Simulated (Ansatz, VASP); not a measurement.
Two plane-wave programs on Lu

Contents of INCAR:

```
SYSTEM = Lu
  PREC = Accurate
  ENCUT = 520
  EDIFF = 1E-6
  ISMEAR = -1
  SIGMA = 0.1
  LREAL = .FALSE.
  LASPH = .TRUE.
  NELM = 100
  ALGO = Normal
  ISIF = 2
  LWAVE = .FALSE.
  LCHARG = .FALSE.
  GGA = RE
  NBANDS = 18
```

KPOINTS

```
Automatic mesh
0
G
  11 11 11
  0 0 0
```

POSCAR

```
Lu
1.0
    3.2939104061      0.0000000000      0.0000000000
    0.0000000000      3.2939104061      0.0000000000
    0.0000000000      0.0000000000      3.2939104061
Lu
1
Direct
    0.0000000000      0.0000000000      0.0000000000
```

Input for Ansatz:

```yaml
crystal:
  lattice:
    - [3.2939104061, 0.0, 0.0]
    - [0.0, 3.2939104061, 0.0]
    - [0.0, 0.0, 3.2939104061]
  atoms:
    - { symbol: Lu, position: [0.0, 0.0, 0.0] }
hamiltonian:
  xc: revpbe
  pseudopotentials:
    kind: paw
    azcp:
      Lu: "pseudopotentials/Lu.paw.azcp"
basis:
  ecutwfc: 420
  fft_grid_basis: typed
kpoints:
  mp_grid: { grid: [11, 11, 11], shift: [0, 0, 0] }
magnetization:
  spin_polarized: false
scf:
  occupations: { method: fermi_dirac, width: 0.1 }
  lower_state_search: "off"
output:
  stress: true
  write_density: true
  write_potential: true
  elf: true
  volumetric_format: npy
```

Alike in both runs: task single point; functional revPBE; k mesh 11 × 11 × 11; occupations fermi-dirac, width 0.1 eV; no spin polarisation.

```csv
,VASP,Ansatz
version,VASP 6.6.1,Ansatz 0.2.0
potentials or method,"VASP PAW PBE potentials, release 64 (Lu), cutoff 520 eV","plane waves (420 eV) with PAW, scalar-relativistic"
valence electrons in the cell,25,25
```

```csv
,VASP,Ansatz,Ansatz less VASP
pressure (GPa),-1.0,-1.1,-0.06
```

VASP's potentials were made for PBE, not for revPBE.

Neither program's run includes spin-orbit coupling.
